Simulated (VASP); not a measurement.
# V (Im-3m) in VASP: notebook, part 2 of 2

VASP 6.6.1. The steps go on from the part before.

### Step 4. Single point, revPBE, collinear spin, ferromagnetic start (volume scaled by 0.96)

Contents of INCAR:

```
  ALGO = Normal
  EDIFF = 1E-7
  ENCUT = 520
  GGA = RE
  ISIF = 2
  ISMEAR = -1
  ISPIN = 2
  LASPH = True
  LCHARG = False
  LMAXMIX = 4
  LORBIT = 11
  LREAL = False
  LWAVE = False
  MAGMOM = 1
  NBANDS = 16
  NELM = 150
  PREC = Accurate
  SIGMA = 0.05
```

Contents of KPOINTS:

```
k-points
0
Gamma
  24 24 24
```

Contents of POSCAR:

```
V
1.0
   -1.4863415300      1.4863415300      1.4863415300
    1.4863415300     -1.4863415300      1.4863415300
    1.4863415300      1.4863415300     -1.4863415300
V
1
Direct
    0.0000000000      0.0000000000      0.0000000000
```

Potentials or basis: VASP PAW PBE potentials, release 64 (V_sv).

Started as:

```
$ cat potpaw_PBE.64/V_sv/POTCAR > POTCAR
$ mpirun -np 1 vasp_std > vasp.out
```

OUTCAR:

```text
EDIFF = 1E-7
   ENCUT = 520
   GGA = RE
   ISIF = 2
   ISMEAR = -1
   ISPIN = 2
   LASPH = True
   LORBIT = 11
   LREAL = False
   NELM = 150
   PREC = Accurate

 ion  position               nearest neighbor table
   1  0.000  0.000  0.000-

  LATTYP: Found a body centered cubic cell.
 ALAT       =     2.9726830600

  Lattice vectors:

 A1 = (  -1.4863415300,   1.4863415300,   1.4863415300)
[... 1119 lines left out ...]
  --------------------------------------------------------------------------------------
  -------------------------------------------------------------------------------------
  Total        0.6695123      0.6695123      0.6695123      0.0000000      0.0000000     -0.0000000
  in kB       81.6682653     81.6682653     81.6682653      0.0000000      0.0000000     -0.0000000
  external PRESSURE =      81.6682653 kB  Pullay stress =       0.0000000 kB

 VOLUME and BASIS-vectors are now :
 -----------------------------------------------------------------------------
  energy-cutoff  :      520.00
  volume of cell :       13.13
      direct lattice vectors                 reciprocal lattice vectors
    -1.486341530  1.486341530  1.486341530     0.000000000  0.336396440  0.336396440
     1.486341530 -1.486341530  1.486341530     0.336396440  0.000000000  0.336396440
     1.486341530  1.486341530 -1.486341530     0.336396440  0.336396440  0.000000000

 POSITION                                       TOTAL-FORCE (eV/Angst)
 -----------------------------------------------------------------------------------
      0.00000      0.00000      0.00000         0.000000     -0.000000     -0.000000
 -----------------------------------------------------------------------------------
    total drift:                                0.000000     -0.000000      0.000000

  FREE ENERGIE OF THE ION-ELECTRON SYSTEM (eV)
  ---------------------------------------------------
  free  energy   TOTEN  =        -8.6038715713 eV

  energy  without entropy=       -8.5894920705  energy(sigma->0) =       -8.59668182

 total charge

# of ion       s       p       d       tot
------------------------------------------
    1        2.348   6.231   3.111  11.690

 magnetization (x)

# of ion       s       p       d       tot
------------------------------------------
    1       -0.000   0.000  -0.000  -0.000
```

OSZICAR:

```text
N       E                     dE             d eps       ncg     rms          rms(c)
DAV:   1     0.918371025976E+02    0.91837E+02   -0.67482E+03 26736   0.935E+02
DAV:   2    -0.825013788073E+01   -0.10009E+03   -0.96014E+02 29264   0.271E+02
DAV:   3    -0.976009551325E+01   -0.15100E+01   -0.15081E+01 29824   0.362E+01
DAV:   4    -0.976582844312E+01   -0.57329E-02   -0.57329E-02 31560   0.234E+00
DAV:   5    -0.976587696547E+01   -0.48522E-04   -0.48521E-04 29952   0.201E-01    0.190E+01
DAV:   6    -0.861306551208E+01    0.11528E+01   -0.14292E+00 27024   0.211E+01    0.231E+00
DAV:   7    -0.860700889955E+01    0.60566E-02   -0.42713E-02 30400   0.206E+00    0.145E+00
DAV:   8    -0.860450602866E+01    0.25029E-02   -0.38058E-03 28352   0.738E-01    0.942E-01
DAV:   9    -0.860361181789E+01    0.89421E-03   -0.13296E-03 30248   0.409E-01    0.142E-01
DAV:  10    -0.860386450009E+01   -0.25268E-03   -0.36272E-04 29240   0.190E-01    0.302E-02
DAV:  11    -0.860386908626E+01   -0.45862E-05   -0.26967E-05 30352   0.531E-02    0.149E-02
DAV:  12    -0.860387157628E+01   -0.24900E-05   -0.47957E-06 28152   0.238E-02    0.400E-03
DAV:  13    -0.860387157132E+01    0.49611E-08   -0.11083E-07 26240   0.298E-03
   1 F= -.86038716E+01 E0= -.85966818E+01  d E =-.143795E-01  mag=    -0.0000
```

stdout:

```text
POSCAR found type information on POSCAR V
 POSCAR found :  1 types and       1 ions
 scaLAPACK will be used
 -----------------------------------------------------------------------------
|                                                                             |
|                                                                             |
|     You enforced a specific xc type in the INCAR file but a different       |
|     I HOPE YOU KNOW WHAT YOU ARE DOING!                                     |
|                                                                             |
 -----------------------------------------------------------------------------

 LDA part: xc-table for (Slater+PW92), standard interpolation
 POSCAR, INCAR and KPOINTS ok, starting setup
 FFT: planning ... GRIDC
 FFT: planning ... GRID_SOFT
 FFT: planning ... GRID
 WAVECAR not read
 entering main loop
```

Wall time 1.7 min (1 thread of Intel Xeon Platinum 8488C (Sapphire Rapids), shared host); peak memory 0.23 GiB.

Results:

| Quantity | Value |
| --- | --- |
| Free energy | -8.6039 eV |
| Pressure | 8.2 GPa |
| Net moment | 0.00 μB per cell |
| Valence electrons inside the program's atomic spheres | V 11.69 |

Caveat: the cell differs from its parent crystal (volume scaled by 0.96); the PAW data sets were made with another functional, which shifts forces and pressure a little.

### Step 5. Single point, revPBE, collinear spin, ferromagnetic start

This run uses another cell than the first one, of 13.68 Å³/atom, 1.136 times its volume.

Contents of INCAR:

```
PREC = Accurate ; ENCUT = 520
EDIFF = 1E-7 ; ISMEAR = -1
SIGMA = 0.05 ; LREAL = F
LASPH = T ; NELM = 150
ALGO = Normal ; ISIF = 2
LWAVE = F ; LCHARG = F
ISPIN = 2 ; MAGMOM = 1
LORBIT = 11 ; LMAXMIX = 4
GGA = RE ; NBANDS = 16
```

Contents of KPOINTS:

```
Automatic mesh
0
Gamma
  24 24 24
```

Contents of POSCAR:

```
V
1.0
   -1.5067049033      1.5067049033      1.5067049033
    1.5067049033     -1.5067049033      1.5067049033
    1.5067049033      1.5067049033     -1.5067049033
V
1
Direct
    0.0000000000      0.0000000000      0.0000000000
```

Started as:

```
$ cat potpaw_PBE.64/V_sv/POTCAR > POTCAR
$ mpirun -np 1 vasp_std > vasp.out
```

It took 1.9 min on 1 thread of Intel Xeon Platinum 8488C (Sapphire Rapids), shared host; peak memory 0.24 GiB.

The run converged. Its results:

```
Free energy                                           : -8.6183 eV
Pressure                                              : 0.4 GPa
Net moment                                            : 0.00 μB per cell
Valence electrons inside the program's atomic spheres : V 11.62
```

Levels at points of the mesh, in eV from the Fermi level:
Spin up:
| k point | band 4 | band 5 | band 6 | band 7 | band 8 | band 9 | band 10 | band 11 |
| --- | --- | --- | --- | --- | --- | --- | --- | --- |
| (0.00, 0.00, 0.00) | -37.12 | -6.56 | 0.41 | 0.41 | 0.41 | 2.38 | 2.38 | 20.35 |
| (0.50, 0.00, 0.00) | -37.12 | -3.12 | -1.10 | 1.56 | 2.38 | 2.73 | 4.02 | 9.97 |
| (0.50, 0.50, 0.50) | -37.70 | -2.92 | -2.92 | 3.64 | 3.64 | 3.64 | 10.06 | 10.06 |
Spin down:
| k point | band 4 | band 5 | band 6 | band 7 | band 8 | band 9 | band 10 | band 11 |
| --- | --- | --- | --- | --- | --- | --- | --- | --- |
| (0.00, 0.00, 0.00) | -37.12 | -6.56 | 0.41 | 0.41 | 0.41 | 2.38 | 2.38 | 20.35 |
| (0.50, 0.00, 0.00) | -37.12 | -3.12 | -1.10 | 1.56 | 2.38 | 2.73 | 4.02 | 9.97 |
| (0.50, 0.50, 0.50) | -37.70 | -2.92 | -2.92 | 3.64 | 3.64 | 3.64 | 10.06 | 10.06 |

Caveat: the PAW data sets were made with another functional, which shifts forces and pressure a little.

### Step 6. The runs side by side

| cell | gap on the mesh (eV) | pressure (GPa) | moment (μB) |
| --- | --- | --- | --- |
| a = 2.501 Å, angles 109.5°, 1 atom | none | 29.1 | 0.00 |
| a = 2.538 Å, angles 109.5°, 1 atom | none | 17.6 | 0.00 |
| a = 2.574 Å, angles 109.5°, 1 atom | none | 8.2 | 0.00 |
| a = 2.610 Å, angles 109.5°, 1 atom | none | 0.4 | 0.00 |

Alike in all rows: task single point; level revPBE; potentials or basis VASP PAW PBE potentials, release 64 (V_sv); spin collinear, ferromagnetic start; k mesh 24 × 24 × 24; cutoff (eV) 520; smearing fermi-dirac 0.05 eV.

Caveats: the PAW data sets were made with another functional, which shifts forces and pressure a little.

Total energies depend on the potentials used, so only differences within one code and one set of settings carry meaning.
